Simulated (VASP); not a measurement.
**SiW6: single point with PBE+D3(BJ)**

SiW6, a slab with vacuum:

```
W Si
1.0
     4.46825    0.00000    0.00000
    -2.23413    3.86962    0.00000
     0.00000    0.00000   21.62591
W Si
6 1
Direct
  0.66667 0.33333 0.18496
  0.33333 0.66667 0.22714
  0.00000 0.00000 0.26931
  0.66667 0.33333 0.30851
  0.33333 0.66667 0.34830
  0.00000 0.00000 0.38500
  0.11111 0.22222 0.53759
```

- Program: VASP 6.6.1
- Task: single point
- Functional: PBE
- Dispersion: D3(BJ)
- Potentials or basis: VASP PAW PBE potentials, release 64 (W_sv, Si)
- Cutoff: 520 eV
- k mesh: 6 × 6 × 1
- Occupations: gaussian, width 0.1 eV
- Spin: no spin polarisation

```
Largest force              : 2.140 eV/Å
Band gap on the k mesh     : zero (band 44 reaches 0.49 eV, above the bottom of band 45 at 0.17 eV)
Dispersion energy per atom : -0.395 eV
```

Forces on the atoms (eV/Å):
```
W    0.000  0.081  2.138
W    0.000 -0.028 -0.639
W    0.000  0.031 -1.995
W    0.000 -0.126 -0.009
W    0.000 -0.219  0.378
W    0.000  0.288  1.781
Si   0.000 -0.027 -1.653
```

Levels at points of the mesh, in eV from the Fermi level:
```
           k point  band 40  band 41  band 42  band 43  band 44  band 45  band 46  band 47  band 48  band 49
(0.00, 0.00, 0.00)    -1.22    -1.12    -1.07    -1.06    -0.44     0.67     1.41     1.49     1.63     1.63
(0.50, 0.00, 0.00)    -1.34    -0.87    -0.65    -0.35     0.16     0.18     0.29     0.42     0.97     1.20
(0.00, 0.50, 0.00)    -1.32    -0.97    -0.68    -0.16    -0.15     0.18     0.31     0.75     0.88     1.28
```

It took 11 min on 1 thread of Intel(R) Xeon(R) Platinum 8259CL CPU @ 2.50GHz (Skylake/Cascade Lake), with other jobs on the host, peak memory 0.6 GiB.

Caveat: spin-orbit coupling is left out, which moves the levels of the heavy elements.
